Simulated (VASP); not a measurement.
# HC18N in VASP: notebook

Runs on HC18N. Level: PBEsol. Tasks: single point.

Everything below comes from runs of VASP 6.6.1. Logs are shortened: lines on timing, memory, paths and dates and some standing lists are left out, and cuts for length are marked.

**1. The cell of the first run**

The cell holds a slab with vacuum, 20 atoms: a = 7.398 Å, b = 7.398 Å, c = 11.000 Å, α = 90.00°, β = 90.00°, γ = 120.00°.

**2. Single point, PBEsol**

INCAR

```
SYSTEM = HC18N
  PREC = Accurate
  ENCUT = 520
  EDIFF = 1E-7
  ISMEAR = -1
  SIGMA = 0.05
  LREAL = Auto
  LASPH = .True.
  NELM = 80
  ALGO = Normal
  ISIF = 2
  LWAVE = .False.
  LCHARG = .False.
  GGA = PS
  NBANDS = 55
```

KPOINTS

```
Automatic mesh
0
Gamma
  2 2 1
  0 0 0
```

POSCAR

```
HC18N
1.0
    7.3980000000      0.0000000000      0.0000000000
   -3.6990000000      6.4068560000      0.0000000000
    0.0000000000      0.0000000000     11.0000000000
C N H
18 1 1
Direct
    0.0104538964      0.0031346108      0.1042750909
    0.2305925780      0.1138026202      0.0977912727
    0.0095846783      0.3394702487      0.1251713636
    0.2314740218      0.4464887302      0.0954040909
    0.0056532423      0.6608044570      0.0953894545
    0.2276060292      0.7763420935      0.0920078182
    0.3374379800     -0.0018328803      0.0911440000
    0.5596343771      0.1097269862      0.0910203636
    0.3401500726      0.3357105263      0.0927097273
    0.5619909198      0.4461275546      0.0871582727
    0.3382323866      0.6646586095      0.0861645455
    0.5600360755      0.7770664738      0.0826868182
    0.6656903190     -0.0039843255      0.0914045455
    0.8860897433      0.1019386108      0.1221030000
    0.6717534585      0.3328448462      0.0926260909
    0.8913100542      0.4438069156      0.0986978182
    0.6699038432      0.6655624849      0.0831752727
    0.8952704902      0.7752003479      0.0889796364
    0.9460309997      0.2134166899      0.2348789091
    1.0076610990     -0.1223993484      0.0091817273
```

Potentials or basis: VASP PAW PBE potentials, release 64 (C, N, H).

On the command line:

```bash
$ cat potpaw_PBE.64/C/POTCAR potpaw_PBE.64/N/POTCAR potpaw_PBE.64/H/POTCAR > POTCAR
$ mpirun -np 1 vasp_std > vasp.out
```

OUTCAR:

```text
SYSTEM = HC18N
   PREC = Accurate
   ENCUT = 520
   EDIFF = 1E-7
   ISMEAR = -1
   LREAL = Auto
   LASPH = .True.
   NELM = 80
   ISIF = 2
   GGA = PS

 ion  position               nearest neighbor table
   1  0.010  0.003  0.104-  20 1.39   2 1.41  14 1.45  18 1.47
   2  0.231  0.114  0.098-   1 1.41   9 1.42   7 1.43
   3  0.010  0.339  0.125-  19 1.45  16 1.46   4 1.46  14 1.52
   4  0.231  0.446  0.095-  11 1.40   9 1.41   3 1.46
   5  0.006  0.661  0.095-  16 1.39   6 1.42  18 1.44
   6  0.228  0.776  0.092-   7 1.42   5 1.42  11 1.43
   7  0.337  0.998  0.091-   6 1.42   8 1.42   2 1.43
   8  0.560  0.110  0.091-  13 1.41   7 1.42  15 1.43
   9  0.340  0.336  0.093-   4 1.41  10 1.42   2 1.42
  10  0.562  0.446  0.087-  17 1.41   9 1.42  15 1.43
  11  0.338  0.665  0.086-   4 1.40  12 1.42   6 1.43
  12  0.560  0.777  0.083-  13 1.41  17 1.42  11 1.42
  13  0.666  0.996  0.091-  12 1.41   8 1.41  14 1.45
  14  0.886  0.102  0.122-  19 1.43   1 1.45  13 1.45   3 1.52
  15  0.672  0.333  0.093-  16 1.41   8 1.43  10 1.43
  16  0.891  0.444  0.099-   5 1.39  15 1.41   3 1.46
  17  0.670  0.666  0.083-  10 1.41  12 1.42  18 1.45
  18  0.895  0.775  0.089-  20 1.19   5 1.44  17 1.45   1 1.47
  19  0.946  0.213  0.235-  14 1.43   3 1.45
  20  0.008  0.878  0.009-  18 1.19   1 1.39

  LATTYP: Found a hexagonal cell.
 ALAT       =     7.3980000000
 C/A-ratio  =     1.4868883482

  Lattice vectors:

 A1 = (   7.3980000000,   0.0000000000,   0.0000000000)
 A2 = (  -3.6990000000,   6.4068560000,   0.0000000000)
 A3 = (   0.0000000000,   0.0000000000,  11.0000000000)

Analysis of symmetry for initial positions (statically):
=====================================================================
 Subroutine PRICEL returns:
 Original cell was already a primitive cell.

 Routine SETGRP: Setting up the symmetry group for a
 hexagonal supercell.

 Subroutine GETGRP returns: Found  1 space group operations
 (whereof  1 operations were pure point group operations)
 out of a pool of 24 trial point group operations.

The static configuration has the point symmetry C_1 .

Analysis of symmetry for dynamics (positions and initial velocities):
=====================================================================
 Subroutine PRICEL returns:
 Original cell was already a primitive cell.

 Routine SETGRP: Setting up the symmetry group for a
 hexagonal supercell.

 Subroutine GETGRP returns: Found  1 space group operations
 (whereof  1 operations were pure point group operations)
 out of a pool of 24 trial point group operations.

The dynamic configuration has the point symmetry C_1 .

 Subroutine INISYM returns: Found  1 space group operations
 (whereof  1 operations are pure point group operations),
 and found     1 'primitive' translations

----------------------------------------------------------------------------------------

                                     Primitive cell

  volume of cell :     521.3771

  direct lattice vectors                    reciprocal lattice vectors
     7.398000000  0.000000000  0.000000000     0.135171668  0.078041398  0.000000000
    -3.699000000  6.406856000  0.000000000     0.000000000  0.156082796  0.000000000
     0.000000000  0.000000000 11.000000000     0.000000000  0.000000000  0.090909091

  length of vectors
     7.398000000  7.398000054 11.000000000     0.156082797  0.156082796  0.090909091

  position of ions in fractional coordinates (direct lattice)
     0.010453896  0.003134611  0.104275091
     0.230592578  0.113802620  0.097791273
     0.009584678  0.339470249  0.125171364
     0.231474022  0.446488730  0.095404091
     0.005653242  0.660804457  0.095389455
     0.227606029  0.776342093  0.092007818
[... 12 lines left out ...]
     0.946031000  0.213416690  0.234878909
     0.007661099  0.877600652  0.009181727

  ion indices of the primitive-cell ions
   primitive index   ion index
                 1           1
                 2           2
                 3           3
                 4           4
                 5           5
                 6           6
[... 12 lines left out ...]
                19          19
                20          20

----------------------------------------------------------------------------------------

 KPOINTS: Automatic mesh

Automatic generation of k-mesh.
 Grid dimensions read from file:
 generate k-points for:    2    2    1

 Generating k-lattice:

  Cartesian coordinates                     Fractional coordinates (reciprocal lattice)
     0.067585834  0.039020699  0.000000000     0.500000000 -0.000000000  0.000000000
     0.000000000  0.078041398  0.000000000     0.000000000  0.500000000  0.000000000
     0.000000000  0.000000000  0.090909091     0.000000000  0.000000000  1.000000000

  Length of vectors
     0.078041399  0.078041398  0.090909091

  Shift w.r.t. Gamma in fractional coordinates (k-lattice)
     0.000000000  0.000000000  0.000000000

 Subroutine IBZKPT returns following result:
 ===========================================

 Found      4 irreducible k-points:

 Following reciprocal coordinates:
            Coordinates               Weight
  0.000000  0.000000  0.000000      1.000000
  0.500000 -0.000000  0.000000      1.000000
  0.000000  0.500000  0.000000      1.000000
  0.500000  0.500000  0.000000      1.000000
   k-points           NKPTS =      4   k-points in BZ     NKDIM =      4   number of bands    NBANDS=     55
   number of dos      NEDOS =    301   number of ions     NIONS =     20
   total plane-waves  NPLWV = 263424
   dimension x,y,z NGX =    56 NGY =   56 NGZ =   84
   dimension x,y,z NGXF=   112 NGYF=  112 NGZF=  168
   ions per type =              18   1   1
   NGX,Y,Z   is equivalent  to a cutoff of  12.58, 12.58, 12.70 a.u.
   NGXF,Y,Z  is equivalent  to a cutoff of  25.17, 25.17, 25.39 a.u.
 SYSTEM =  HC18N
   PREC   = accura    normal or accurate (medium, high low for compatibility)
   ISTART =      0    job   : 0-new  1-cont  2-samecut
   ICHARG =      2    charge: 1-file 2-atom 10-const
   ISPIN  =      1    spin polarized calculation?
   LNONCOLLINEAR =      F non collinear calculations
   LSORBIT =      F    spin-orbit coupling
   LASPH  =      T    aspherical Exc in radial PAW
   ENCUT  =  520.0 eV  38.22 Ry    6.18 a.u.  13.76 13.76 20.45*2*pi/ulx,y,z
   NELM   =     80;   NELMIN=  2; NELMDL= -5     # of ELM steps
   EDIFF  = 0.1E-06   stopping-criterion for ELM
   LREAL  =      T    real-space projection
   EDIFFG = 0.1E-05   stopping-criterion for IOM
   NSW    =      0    number of steps for IOM
   IBRION =     -1    ionic relax: 0-MD 1-quasi-New 2-CG
   NFREE  =      0    steps in history (QN), initial steepest desc. (CG)
   ISIF   =      2    stress and relaxation
   ISYM   =      2    0-nonsym 1-usesym 2-fastsym
   POTIM  = 0.5000    time-step for ionic-motion
   TEBEG  =    0.0;   TEEND  =   0.0 temperature during run
   PSTRESS=    0.0 pullay stress
   NELECT =      78.0000    total number of electrons
   NUPDOWN=      -1.0000    fix difference up-down
   EMIN   =  10.00;   EMAX   =-10.00  energy-range for DOS
   EFERMI =   0.00;   METHOD = LEGACY
   ISMEAR =    -1;   SIGMA  =   0.05  broadening in eV -4-tet -1-fermi 0-gaus
   EFERMI_NEDOS =   21; number of points for ismear=-14 and -15
   IALGO  =     38    algorithm
   IMIX   =      4    mixing-type and parameters
     AMIX     =   0.40;   BMIX     =  1.00
     AMIX_MAG =   1.60;   BMIX_MAG =  1.00
  volume/ion in A,a.u.               =      26.07       175.92
  Fermi-wavevector in a.u.,A,eV,Ry     =   0.869072  1.642308 10.276289  0.755286
  Thomas-Fermi vector in A             =   1.987841
   LORBIT       =      0    0 simple, 1 ext, 2 COOP (PROOUT), +10 PAW based schemes
   GGA     = PS    functional components
   LHFCALC =     F    Hartree Fock is set to
   AEXX    =    0.0000 exact exchange contribution
   IVDW    =     0    specifies the selected vdW correction
   LEPSILON=     F    determine dielectric tensor
   LRPA    =     F    only Hartree local field effects (RPA)
 non-spin polarized calculation
  energy-cutoff  :      520.00
  volume of cell :      521.38
 maximum number of plane-waves:     14099
 NGX is ok and might be reduce to    56
   NGX = 27   NGY = 27   NGZ = 41

 number of electron      78.0000004 magnetization

 Free energy of the ion-electron system (eV)
  ---------------------------------------------------
  ext. energy  EPLUGINS =         0.00000000
  ---------------------------------------------------
  free energy    TOTEN  =      -179.32293517 eV

  energy without entropy =     -179.29685186  energy(sigma->0) =     -179.30989351

 E-fermi :  -1.8357     XC(G=0):  -4.1584

 val. band max:       -1.9071533705   @ k =   0.0000   0.5000   0.0000
 cond. band min:      -1.7667525719   @ k =   0.0000   0.0000   0.0000
 fundamental gap:      0.1404007986
 Fermi energy:        -1.8357483553

 k-point     1 :       0.0000    0.0000    0.0000
  band No.  band energies     occupation
      1     -22.4344      2.00000
      2     -20.9431      2.00000
      3     -19.6128      2.00000
      4     -18.8568      2.00000
      5     -18.7550      2.00000
      6     -18.6655      2.00000
[... 43 lines left out ...]
     50       4.3886      0.00000
     51       4.7425      0.00000

 k-point     2 :       0.5000   -0.0000    0.0000
  band No.  band energies     occupation
      1     -22.3392      2.00000
      2     -20.8211      2.00000
      3     -20.5591      2.00000
      4     -19.5014      2.00000
      5     -18.2691      2.00000
      6     -17.2788      2.00000
[... 43 lines left out ...]
     50       4.3098      0.00000
     51       4.4121      0.00000

 k-point     3 :       0.0000    0.5000    0.0000
  band No.  band energies     occupation
      1     -22.3042      2.00000
      2     -21.1747      2.00000
      3     -20.0073      2.00000
      4     -19.6269      2.00000
      5     -18.4043      2.00000
      6     -17.3135      2.00000
[... 43 lines left out ...]
     50       4.4015      0.00000
     51       4.5973      0.00000

 k-point     4 :       0.5000    0.5000    0.0000
  band No.  band energies     occupation
      1     -22.3017      2.00000
      2     -21.1984      2.00000
      3     -19.9661      2.00000
      4     -19.5418      2.00000
      5     -18.6308      2.00000
      6     -17.2517      2.00000
[... 43 lines left out ...]
     50       4.4068      0.00000
     51       4.5484      0.00000
 [bands above 51 left out]

------------------------ aborting loop because EDIFF is reached ----------------------------------------

  FORCE on cell =-STRESS in cart. coord.  units (eV):
  Direction    XX          YY          ZZ          XY          YZ          ZX
  --------------------------------------------------------------------------------------
  -------------------------------------------------------------------------------------
  Total        6.0348475      3.1517538      1.7648993     -0.4296555      0.0835947      1.0118388
  in kB       18.5449176      9.6852514      5.4234861     -1.3203192      0.2568843      3.1093525
  external PRESSURE =      11.2178850 kB  Pullay stress =       0.0000000 kB

 VOLUME and BASIS-vectors are now :
 -----------------------------------------------------------------------------
  energy-cutoff  :      520.00
  volume of cell :      521.38
      direct lattice vectors                 reciprocal lattice vectors
     7.398000000  0.000000000  0.000000000     0.135171668  0.078041398  0.000000000
    -3.699000000  6.406856000  0.000000000     0.000000000  0.156082796  0.000000000
     0.000000000  0.000000000 11.000000000     0.000000000  0.000000000  0.090909091

 POSITION                                       TOTAL-FORCE (eV/Angst)
 -----------------------------------------------------------------------------------
      0.06574      0.02008      1.14703         0.097774      0.020297      0.370020
      1.28497      0.72912      1.07570         0.073676      0.014518      0.244166
     -1.18479      2.17494      1.37688         0.069331      0.082764      0.002692
      0.06088      2.86059      1.04944         0.050421      0.020022      0.049744
     -2.40249      4.23368      1.04928         0.096028      0.012725      0.255685
     -1.18786      4.97391      1.01209         0.032038      0.022763      0.137018
[... 12 lines left out ...]
      6.20931      1.36733      2.58367         0.010240     -0.068161      0.248012
     -3.18957      5.62266      0.10100        -1.053635     -0.195349     -1.641468
 -----------------------------------------------------------------------------------
    total drift:                               -0.009576     -0.036565     -0.003050

  FREE ENERGIE OF THE ION-ELECTRON SYSTEM (eV)
  ---------------------------------------------------
  free  energy   TOTEN  =      -179.3229351681 eV

  energy  without entropy=     -179.2968518560  energy(sigma->0) =     -179.30989351
```

It took 2.9 min on 1 thread of Intel Xeon 6975P-C (Granite Rapids), shared host; peak memory 0.6 GiB.

What came out:

* Free energy: -179.3229 eV
* Largest force: 1.960 eV/Å
* Band gap on the k mesh: 0.14 eV (least direct gap 0.32 eV)

Forces on the atoms (eV/Å):
```
C    0.098  0.020  0.370
C    0.074  0.015  0.244
C    0.069  0.083  0.003
C    0.050  0.020  0.050
C    0.096  0.013  0.256
C    0.032  0.023  0.137
C    0.003  0.001  0.111
C    0.018  0.022  0.015
C    0.073 -0.005  0.072
C    0.054  0.030  0.018
C    0.037  0.004  0.020
C    0.072  0.008 -0.052
C    0.062  0.010 -0.047
C    0.039 -0.082 -0.116
C    0.046  0.000  0.047
C    0.070  0.025  0.122
C    0.069  0.039 -0.034
C    0.083  0.039  0.179
N    0.010 -0.068  0.248
H   -1.054 -0.195 -1.641
```

Caveat: the k points lie up to 0.49 Å⁻¹ apart; the PAW data sets were made with another functional, which shifts forces and pressure a little.

**3. Single point, PBEsol**

INCAR

```
SYSTEM = HC18N
PREC = Accurate
ENCUT = 520
EDIFF = 1E-6
ISMEAR = -1
SIGMA = 0.05
LREAL = Auto
LASPH = .True.
NELM = 80
ALGO = Normal
ISIF = 2
LWAVE = .False.
LCHARG = .False.
GGA = PS
NBANDS = 55
```

KPOINTS is that of step 2.

POSCAR

```
HC18N
1.0
    7.3980000000      0.0000000000      0.0000000000
   -3.6990000000      6.4068560000      0.0000000000
    0.0000000000      0.0000000000     11.0000000000
C N H
18 1 1
Direct
    0.0174275611      0.0063171390      0.0915133636
    0.2344503563      0.1150523751      0.0970899091
    0.0162053280      0.3420381229      0.1343963636
    0.2389479886      0.4500803514      0.1062895455
    0.0132818430      0.6652465734      0.0899379091
    0.2343862194      0.7803896326      0.0940812727
    0.3445408234      0.0019997328      0.0913678182
    0.5670637395      0.1138725453      0.0931629091
    0.3461983273      0.3384326103      0.1015706364
    0.5678478723      0.4492910407      0.0925997273
    0.3448256186      0.6680591853      0.0947574545
    0.5663006399      0.7793209337      0.0863628182
    0.6737229687      0.0000363673      0.0920962727
    0.8952073675      0.1026099229      0.1192347273
    0.6792083435      0.3368951948      0.0953174545
    0.9000262396      0.4495242284      0.1041185455
    0.6741535759      0.6671727911      0.0833248182
    0.9025742817      0.7802126347      0.0592301818
    0.9474234431      0.2017065781      0.2365951818
    0.9102816173     -0.2112207610     -0.0430470000
```

Potentials or basis: VASP PAW PBE potentials, release 64 (C, N, H).

On the command line:

```bash
$ cat potpaw_PBE.64/C/POTCAR potpaw_PBE.64/N/POTCAR potpaw_PBE.64/H/POTCAR > POTCAR
$ mpirun -np 1 vasp_std > vasp.out
```

It took 2.3 min on 1 thread of Intel Xeon 6975P-C (Granite Rapids), shared host; peak memory 0.59 GiB.

The run converged. Its results:

| Item | Value |
| --- | --- |
| Free energy | -180.3284 eV |
| Largest force | 0.205 eV/Å |
| Band gap on the k mesh | 0.49 eV (least direct gap 0.50 eV) |

Forces on the atoms (eV/Å):
```
C   -0.005  0.000 -0.010
C    0.004  0.002  0.008
C   -0.002  0.093 -0.063
C   -0.013 -0.008 -0.005
C   -0.008  0.012 -0.001
C   -0.003  0.005 -0.003
C    0.001 -0.004 -0.007
C   -0.004  0.005 -0.001
C    0.008 -0.005  0.006
C    0.004 -0.001  0.000
C   -0.004 -0.002 -0.002
C    0.001  0.002 -0.006
C    0.007  0.001 -0.012
C   -0.010 -0.068 -0.083
C    0.003 -0.005 -0.002
C    0.008 -0.013  0.003
C    0.007  0.008  0.000
C    0.004 -0.003  0.012
N    0.001 -0.020  0.204
H    0.001  0.003 -0.038
```

Levels at points of the mesh, in eV from the valence-band top:
```csv
k point,band 36,band 37,band 38,band 39,band 40,band 41,band 42,band 43
"(0.00, 0.00, 0.00)",-2.76,-1.17,-0.16,-0.10,0.49,1.61,2.50,3.84
"(0.50, 0.00, 0.00)",-2.21,-1.83,-1.11,-0.39,0.88,2.13,2.77,2.88
"(0.00, 0.50, 0.00)",-2.14,-1.91,-0.45,0.00,0.50,1.38,2.55,3.17
"(0.50, 0.50, 0.00)",-2.14,-1.78,-1.15,-0.35,0.76,2.20,2.55,2.90
```

Caveat: the k points lie up to 0.49 Å⁻¹ apart; the PAW data sets were made with another functional, which shifts forces and pressure a little.
